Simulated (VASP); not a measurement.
The system is TlBr.

```
CELL_PARAMETERS angstrom
3.94619 0.00000 0.00000
0.00000 3.94619 0.00000
0.00000 0.00000 3.94619
ATOMIC_POSITIONS crystal
Tl 0.00000 0.00000 0.00000
Br 0.50000 0.50000 0.50000
```

Base run:

| Quantity | Value |
| --- | --- |
| Program | VASP 6.6.1 |
| Functional | PBE-based screened hybrid with 5 % exact exchange |
| Potentials or basis | VASP PAW PBE potentials, release 64 (Tl_d, Br) |
| Cutoff | 400 eV |
| k mesh | 4 × 4 × 4 |
| Occupations | gaussian, width 0.01 eV |
| Spin | no spin polarisation |

Its results: band gap on the k mesh 1.92 eV; pressure 1.9 GPa.

Task: After a change of settings the same cell gave: band gap on the k mesh 2.23 eV; pressure 2.0 GPa. Which change was it?
A. functional from PBE-based screened hybrid with 5 % exact exchange to r2SCAN; cutoff from 400 eV to 550 eV; occupations from gaussian, width 0.01 eV to gaussian, width 0.5 eV
B. functional from PBE-based screened hybrid with 5 % exact exchange to r2SCAN; cutoff from 400 eV to 550 eV
C. functional from PBE-based screened hybrid with 5 % exact exchange to r2SCAN; cutoff from 400 eV to 550 eV; dispersion from none to D4
D. functional from PBE-based screened hybrid with 5 % exact exchange to r2SCAN; cutoff from 400 eV to 550 eV; k mesh from 4 × 4 × 4 to 2 × 2 × 2

Result: C.

Caveats: the PAW data sets were made with another functional, which shifts forces and pressure a little; spin-orbit coupling is left out, which moves the levels of the heavy elements.
